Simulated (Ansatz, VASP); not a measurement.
**AlGaN2 in VASP and in Ansatz**

```
Al Ga N
1.0
     3.11529    0.00000    0.00000
     0.00000    3.11529    0.00000
     0.00000    0.00000    4.38433
Al Ga N
1 1 2
Direct
  0.50000 0.50000 0.50000
  0.00000 0.00000 0.00000
  0.50000 0.00000 0.74005
  0.00000 0.50000 0.25995
```

Alike in both runs: task single point; functional LDA; k mesh 8 × 8 × 6; occupations gaussian, width 0.05 eV; no spin polarisation.

|  | VASP | Ansatz |
| --- | --- | --- |
| version | VASP 6.6.1 | Ansatz 0.2.0 |
| potentials or method | VASP PAW LDA potentials, release 64 (Al, Ga_d, N), cutoff 520 eV | scalar-relativistic, plane waves, PAW |
| valence electrons in the cell | 26 | 26 |

```tsv
	VASP	Ansatz	Ansatz less VASP
gap on the k mesh at the Fermi level (eV)	3.07	3.05	-0.011
least direct gap on the mesh (eV)	3.07	3.05	-0.011
pressure (GPa)	0.9	0.0	-0.88
rms of the force components (eV/Å)	0.012	0.000	-0.0121
```

LDA's correlation is that of Perdew and Zunger in VASP and of Perdew and Wang (1992) in Ansatz. Atom by atom the forces differ by 0.012 eV/Å (rms over components).
